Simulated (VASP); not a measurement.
# K2SiSe6 (Fm-3m) in VASP: single point with r2SCAN

Aim: the single point of K2SiSe6 with r2SCAN.

All numbers are computed with VASP 6.6.1; they aren't measurements. Logs are shortened: lines on timing, memory, paths and dates and some standing lists are left out, and cuts for length are marked.

## Step 1: The cell of the first run

The structure is cubic, space group Fm-3m (No. 225). Conventional cell: a = 9.498 Å, b = 9.498 Å, c = 9.498 Å, α = 90.00°, β = 90.00°, γ = 90.00°. Within 4.4 Å of K (site symmetry -43m) lie 12 Se at 3.38 Å and 4 Si at 4.11 Å. Si (site symmetry m-3m) has 6 Se at 1.96 Å within 2.6 Å. Se (site symmetry 4mm) has 1 Si at 1.96 Å within 2.6 Å.

## Step 2: Single point, r2SCAN

Contents of POSCAR:

```
K2SiSe6
1.0
    0.0000000000      4.7490160000      4.7490160000
    4.7490160000      0.0000000000      4.7490160000
    4.7490160000      4.7490160000      0.0000000000
K Si Se
2 1 6
Direct
    0.2500000000      0.2500000000      0.2500000000
    0.7500000000      0.7500000000      0.7500000000
    0.0000000000      0.0000000000      0.0000000000
    0.7940000000      0.2060000000      0.2060000000
    0.2060000000      0.7940000000      0.2060000000
    0.2060000000      0.7940000000      0.7940000000
    0.7940000000      0.2060000000      0.7940000000
    0.2060000000      0.2060000000      0.7940000000
    0.7940000000      0.7940000000      0.2060000000
```

Contents of INCAR.step1:

```
PREC     = Accurate       # precision mode
ENCUT    = 550            # plane-wave cutoff, eV
ISMEAR   = -1             # smearing method
SIGMA    = 0.1            # smearing width, eV
LREAL    = F              # projectors in reciprocal space
LASPH    = T              # aspherical terms in the spheres
NELM     = 120            # most SCF steps
NBANDS   = 39             # bands
GGA      = PE             # functional
ALGO     = Normal         # electronic algorithm
EDIFF    = 1E-5           # SCF threshold, eV
LWAVE    = T              # write WAVECAR
LCHARG   = F              # write CHGCAR
GGA_COMPAT= F
```

Contents of INCAR.step2:

```
PREC     = Accurate       # precision mode
ENCUT    = 550            # plane-wave cutoff, eV
EDIFF    = 1E-6           # SCF threshold, eV
ISMEAR   = -1             # smearing method
SIGMA    = 0.1            # smearing width, eV
LREAL    = F              # projectors in reciprocal space
LASPH    = T              # aspherical terms in the spheres
NELM     = 120            # most SCF steps
ALGO     = Normal         # electronic algorithm
ISIF     = 2              # what is computed and relaxed
LWAVE    = F              # write WAVECAR
LCHARG   = F              # write CHGCAR
METAGGA  = R2SCAN         # meta-GGA
LMIXTAU  = T            
NBANDS   = 39             # bands
ISTART   = 1            
GGA_COMPAT= F
```

Contents of KPOINTS:

```
regular mesh
0
Gamma
  6 6 6
```

Potentials or basis: VASP PAW PBE potentials, release 64 (K_sv, Si, Se).

On the command line:

```sh
$ cat potpaw_PBE.64/K_sv/POTCAR potpaw_PBE.64/Si/POTCAR potpaw_PBE.64/Se/POTCAR > POTCAR
$ cp INCAR.step1 INCAR
$ mpirun -np 1 vasp_std > vasp.out
$ cp INCAR.step2 INCAR
$ mpirun -np 1 vasp_std > vasp.out
```

OUTCAR:

```text
PREC = Accurate
   ENCUT = 550
   EDIFF = 1E-6
   ISMEAR = -1
   LREAL = F
   LASPH = T
   NELM = 120
   ISIF = 2
   METAGGA = R2SCAN
   ISTART = 1

 ion  position               nearest neighbor table
   1  0.250  0.250  0.250-
   2  0.750  0.750  0.750-
   3  0.000  0.000  0.000-   4 1.96   5 1.96   6 1.96   7 1.96   8 1.96   9 1.96
   4  0.794  0.206  0.206-   3 1.96   5 2.77   7 2.77   8 2.77   9 2.77
   5  0.206  0.794  0.206-   3 1.96   4 2.77   6 2.77   8 2.77   9 2.77
   6  0.206  0.794  0.794-   3 1.96   5 2.77   7 2.77   8 2.77   9 2.77
   7  0.794  0.206  0.794-   3 1.96   4 2.77   6 2.77   8 2.77   9 2.77
   8  0.206  0.206  0.794-   3 1.96   4 2.77   5 2.77   6 2.77   7 2.77
   9  0.794  0.794  0.206-   3 1.96   4 2.77   5 2.77   6 2.77   7 2.77

  LATTYP: Found a face centered cubic cell.
 ALAT       =     9.4980320000

  Lattice vectors:

 A1 = (   0.0000000000,   4.7490160000,   4.7490160000)
 A2 = (   4.7490160000,   0.0000000000,   4.7490160000)
 A3 = (   4.7490160000,   4.7490160000,   0.0000000000)

Analysis of symmetry for initial positions (statically):
=====================================================================
 Subroutine PRICEL returns:
 Original cell was already a primitive cell.

 Routine SETGRP: Setting up the symmetry group for a
 face centered cubic supercell.

 Subroutine GETGRP returns: Found 48 space group operations
 (whereof 48 operations were pure point group operations)
 out of a pool of 48 trial point group operations.

The static configuration has the point symmetry O_h .

Analysis of symmetry for dynamics (positions and initial velocities):
=====================================================================
 Subroutine PRICEL returns:
 Original cell was already a primitive cell.

 Routine SETGRP: Setting up the symmetry group for a
 face centered cubic supercell.

 Subroutine GETGRP returns: Found 48 space group operations
 (whereof 48 operations were pure point group operations)
 out of a pool of 48 trial point group operations.

The dynamic configuration has the point symmetry O_h .

 Subroutine INISYM returns: Found 48 space group operations
 (whereof 48 operations are pure point group operations),
 and found     1 'primitive' translations

----------------------------------------------------------------------------------------

                                     Primitive cell

  volume of cell :     214.2106

  direct lattice vectors                    reciprocal lattice vectors
     0.000000000  4.749016000  4.749016000    -0.105284969  0.105284969  0.105284969
     4.749016000  0.000000000  4.749016000     0.105284969 -0.105284969  0.105284969
     4.749016000  4.749016000  0.000000000     0.105284969  0.105284969 -0.105284969

  length of vectors
     6.716122835  6.716122835  6.716122835     0.182358915  0.182358915  0.182358915

  position of ions in fractional coordinates (direct lattice)
     0.250000000  0.250000000  0.250000000
     0.750000000  0.750000000  0.750000000
     0.000000000  0.000000000  0.000000000
     0.794000000  0.206000000  0.206000000
     0.206000000  0.794000000  0.206000000
     0.206000000  0.794000000  0.794000000
     0.794000000  0.206000000  0.794000000
     0.206000000  0.206000000  0.794000000
     0.794000000  0.794000000  0.206000000

  ion indices of the primitive-cell ions
   primitive index   ion index
                 1           1
                 2           2
                 3           3
                 4           4
                 5           5
                 6           6
                 7           7
                 8           8
                 9           9

----------------------------------------------------------------------------------------

 KPOINTS: regular mesh

Automatic generation of k-mesh.
 Grid dimensions read from file:
 generate k-points for:    6    6    6

 Generating k-lattice:

  Cartesian coordinates                     Fractional coordinates (reciprocal lattice)
    -0.017547495  0.017547495  0.017547495     0.166666667  0.000000000  0.000000000
     0.017547495 -0.017547495  0.017547495     0.000000000  0.166666667  0.000000000
     0.017547495  0.017547495 -0.017547495     0.000000000  0.000000000  0.166666667

  Length of vectors
     0.030393152  0.030393152  0.030393152

  Shift w.r.t. Gamma in fractional coordinates (k-lattice)
     0.000000000  0.000000000  0.000000000

 Subroutine IBZKPT returns following result:
 ===========================================

 Found     16 irreducible k-points:

 Following reciprocal coordinates:
            Coordinates               Weight
  0.000000  0.000000  0.000000      1.000000
  0.166667  0.000000  0.000000      8.000000
  0.333333  0.000000  0.000000      8.000000
  0.500000  0.000000  0.000000      4.000000
  0.166667  0.166667  0.000000      6.000000
  0.333333  0.166667  0.000000     24.000000
[... 8 lines left out ...]
 -0.333333  0.333333  0.166667     24.000000
 -0.333333  0.500000  0.166667     12.000000
   k-points           NKPTS =     16   k-points in BZ     NKDIM =     16   number of bands    NBANDS=     39
   number of dos      NEDOS =    301   number of ions     NIONS =      9
   total plane-waves  NPLWV = 157464
   dimension x,y,z NGX =    54 NGY =   54 NGZ =   54
   dimension x,y,z NGXF=   108 NGYF=  108 NGZF=  108
   ions per type =               2   1   6
   NGX,Y,Z   is equivalent  to a cutoff of  13.37, 13.37, 13.37 a.u.
   NGXF,Y,Z  is equivalent  to a cutoff of  26.73, 26.73, 26.73 a.u.
 SYSTEM =  unknown system
   PREC   = accura    normal or accurate (medium, high low for compatibility)
   ISTART =      1    job   : 0-new  1-cont  2-samecut
   ICHARG =      0    charge: 1-file 2-atom 10-const
   ISPIN  =      1    spin polarized calculation?
   LNONCOLLINEAR =      F non collinear calculations
   LSORBIT =      F    spin-orbit coupling
   LASPH  =      T    aspherical Exc in radial PAW
   ENCUT  =  550.0 eV  40.42 Ry    6.36 a.u.  12.84 12.84 12.84*2*pi/ulx,y,z
   NELM   =    120;   NELMIN=  2; NELMDL=  0     # of ELM steps
   EDIFF  = 0.1E-05   stopping-criterion for ELM
   LREAL  =      F    real-space projection
   EDIFFG = 0.1E-04   stopping-criterion for IOM
   NSW    =      0    number of steps for IOM
   IBRION =     -1    ionic relax: 0-MD 1-quasi-New 2-CG
   NFREE  =      0    steps in history (QN), initial steepest desc. (CG)
   ISIF   =      2    stress and relaxation
   ISYM   =      2    0-nonsym 1-usesym 2-fastsym
   POTIM  = 0.5000    time-step for ionic-motion
   TEBEG  =    0.0;   TEEND  =   0.0 temperature during run
   PSTRESS=    0.0 pullay stress
   NELECT =      58.0000    total number of electrons
   NUPDOWN=      -1.0000    fix difference up-down
   EMIN   =  10.00;   EMAX   =-10.00  energy-range for DOS
   EFERMI =   0.00;   METHOD = LEGACY
   ISMEAR =    -1;   SIGMA  =   0.10  broadening in eV -4-tet -1-fermi 0-gaus
   EFERMI_NEDOS =   21; number of points for ismear=-14 and -15
   IALGO  =     38    algorithm
   IMIX   =      4    mixing-type and parameters
     AMIX     =   0.40;   BMIX     =  1.00
     AMIX_MAG =   1.60;   BMIX_MAG =  1.00
  volume/ion in A,a.u.               =      23.80       160.62
  Fermi-wavevector in a.u.,A,eV,Ry     =   1.059101  2.001410 15.261573  1.121694
  Thomas-Fermi vector in A             =   2.194434
   LORBIT       =      0    0 simple, 1 ext, 2 COOP (PROOUT), +10 PAW based schemes
   METAGGA = R2SCAN    functional components
   LHFCALC =     F    Hartree Fock is set to
   AEXX    =    0.0000 exact exchange contribution
   IVDW    =     0    specifies the selected vdW correction
   LEPSILON=     F    determine dielectric tensor
   LRPA    =     F    only Hartree local field effects (RPA)
 non-spin polarized calculation
  energy-cutoff  :      550.00
  volume of cell :      214.21
 maximum number of plane-waves:      6314
 NGX is ok and might be reduce to    54
   NGX = 25   NGY = 25   NGZ = 25

 number of electron      57.9999998 magnetization

 Free energy of the ion-electron system (eV)
  ---------------------------------------------------
  ext. energy  EPLUGINS =         0.00000000
  ---------------------------------------------------
  free energy    TOTEN  =       -99.54640761 eV

  energy without entropy =      -99.51623241  energy(sigma->0) =      -99.53132001

 E-fermi :   2.9251     XC(G=0):  -9.4988

 val. band max:        2.6153328651   @ k =   0.1667   0.0000   0.0000
 cond. band min:       3.1485020651   @ k =  -0.3333   0.5000   0.1667
 fundamental gap:      0.5331692000
 Fermi energy:         2.9251084216

 k-point     1 :       0.0000    0.0000    0.0000
  band No.  band energies     occupation
      1     -28.0877      2.00000
      2     -28.0824      2.00000
      3     -15.5113      2.00000
      4     -11.6941      2.00000
      5     -11.6941      2.00000
      6     -11.6941      2.00000
[... 31 lines left out ...]
     38       8.1218      0.00000
     39       8.1218      0.00000

 k-point     2 :       0.1667    0.0000    0.0000
  band No.  band energies     occupation
      1     -28.0873      2.00000
      2     -28.0827      2.00000
      3     -15.5066      2.00000
      4     -11.7604      2.00000
      5     -11.7095      2.00000
      6     -11.7095      2.00000
[... 31 lines left out ...]
     38       8.6134      0.00000
     39       8.6134      0.00000

 k-point     3 :       0.3333    0.0000    0.0000
  band No.  band energies     occupation
      1     -28.0863      2.00000
      2     -28.0836      2.00000
      3     -15.4971      2.00000
      4     -11.8764      2.00000
      5     -11.7377      2.00000
      6     -11.7377      2.00000
[... 496 lines left out ...]
 k-point    15 :      -0.3333    0.3333    0.1667
  band No.  band energies     occupation
      1     -28.0849      2.00000
      2     -28.0849      2.00000
      3     -15.4877      2.00000
      4     -11.9068      2.00000
      5     -11.8086      2.00000
      6     -11.8045      2.00000
[... 31 lines left out ...]
     38      10.0507      0.00000
     39      10.4632      0.00000

 k-point    16 :      -0.3333    0.5000    0.1667
  band No.  band energies     occupation
      1     -28.0853      2.00000
      2     -28.0844      2.00000
      3     -15.4862      2.00000
      4     -11.9001      2.00000
      5     -11.8562      2.00000
      6     -11.7826      2.00000
[... 31 lines left out ...]
     38      10.1412      0.00000
     39      10.2880      0.00000

------------------------ aborting loop because EDIFF is reached ----------------------------------------

  FORCE on cell =-STRESS in cart. coord.  units (eV):
  Direction    XX          YY          ZZ          XY          YZ          ZX
  --------------------------------------------------------------------------------------
  -------------------------------------------------------------------------------------
  Total       45.1047507     45.1047507     45.1047507     -0.0000000      0.0000000      0.0000000
  in kB      337.3587475    337.3587475    337.3587475     -0.0000000      0.0000000      0.0000000
  external PRESSURE =     337.3587475 kB  Pullay stress =       0.0000000 kB

 VOLUME and BASIS-vectors are now :
 -----------------------------------------------------------------------------
  energy-cutoff  :      550.00
  volume of cell :      214.21
      direct lattice vectors                 reciprocal lattice vectors
     0.000000000  4.749016000  4.749016000    -0.105284969  0.105284969  0.105284969
     4.749016000  0.000000000  4.749016000     0.105284969 -0.105284969  0.105284969
     4.749016000  4.749016000  0.000000000     0.105284969  0.105284969 -0.105284969

 POSITION                                       TOTAL-FORCE (eV/Angst)
 -----------------------------------------------------------------------------------
      2.37451      2.37451      2.37451         0.000000      0.000000      0.000000
      7.12352      7.12352      7.12352        -0.000000      0.000000     -0.000000
      0.00000      0.00000      0.00000        -0.000000     -0.000000     -0.000000
      1.95659      4.74902      4.74902        10.112265     -0.000000      0.000000
      4.74902      1.95659      4.74902        -0.000000     10.112265      0.000000
      7.54144      4.74902      4.74902       -10.112265     -0.000000      0.000000
      4.74902      7.54144      4.74902        -0.000000    -10.112265      0.000000
      4.74902      4.74902      1.95659        -0.000000     -0.000000     10.112265
      4.74902      4.74902      7.54144        -0.000000     -0.000000    -10.112265
 -----------------------------------------------------------------------------------
    total drift:                               -0.000000     -0.000000      0.000000

  FREE ENERGIE OF THE ION-ELECTRON SYSTEM (eV)
  ---------------------------------------------------
  free  energy   TOTEN  =       -99.5464076061 eV

  energy  without entropy=      -99.5162324145  energy(sigma->0) =      -99.53132001
```

Wall time 35 min (1 thread of Intel Xeon 8259CL, shared host); peak memory 0.5 GiB.

What came out:

```yaml
Free_energy: -99.5464 eV
Pressure: 33.7 GPa
Largest_force: 10.112 eV/Å
Band_gap_on_the_k_mesh: 0.53 eV (least direct gap 0.77 eV)
```

Forces in eV/Å, atoms in the order of the input:
```
K     0.000   0.000   0.000
K     0.000   0.000   0.000
Si    0.000   0.000   0.000
Se   10.112   0.000   0.000
Se    0.000  10.112   0.000
Se  -10.112   0.000   0.000
Se    0.000 -10.112   0.000
Se    0.000   0.000  10.112
Se    0.000   0.000 -10.112
```

Levels at points of the mesh, in eV from the valence-band top:
```
           k point  band 25  band 26  band 27  band 28  band 29  band 30  band 31  band 32  band 33  band 34
(0.00, 0.00, 0.00)    -0.22    -0.22     0.00     0.00     0.00     1.95     1.95     1.95     3.76     4.66
(0.50, 0.00, 0.00)    -0.95    -0.95    -0.63    -0.08    -0.08     1.28     1.28     1.48     5.24     5.77
(0.50, 0.50, 0.00)    -1.42    -1.42    -0.36    -0.36    -0.23     0.54     0.54     1.84     5.37     5.74
```

Caveat: the cell stands under pressure; the PAW data sets were made with another functional, which shifts forces and pressure a little. A k mesh can miss the band edges.
